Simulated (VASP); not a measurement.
## TcOs: single point with LDA

The system is TcOs.

```xyz
2
Lattice="3.0394 0.0000 0.0000 0.0000 3.0394 0.0000 0.0000 0.0000 3.0394" Properties=species:S:1:pos:R:3 pbc="T T T"
Os    0.0000    0.0000    0.0000
Tc    1.5197    1.5197    1.5197
```

```json
{"Program": "VASP 6.6.1", "Task": "single point", "Functional": "LDA", "Potentials or basis": "VASP PAW LDA potentials, release 64 (Os, Tc_pv)", "Cutoff": "520 eV", "k mesh": "7 × 7 × 7", "Occupations": "gaussian, width 0.05 eV", "Spin": "no spin polarisation", "Dipole correction": "no", "Further INCAR settings": "ALGO = Normal; EDIFF = 1e-06; NBANDS = 18"}
```

```
Pressure : 0.8 GPa
```

Levels at points of the mesh, in eV from the Fermi level:
```csv
k point,band 8,band 9,band 10,band 11,band 12,band 13
"(0.00, 0.00, 0.00)",-2.99,-2.99,0.26,0.26,2.73,2.73
```

It took 7.9 s on 1 thread of Intel Xeon 8259CL, on a shared host, peak memory 0.13 GiB.

Caveat: spin-orbit coupling is left out, which moves the levels of the heavy elements.
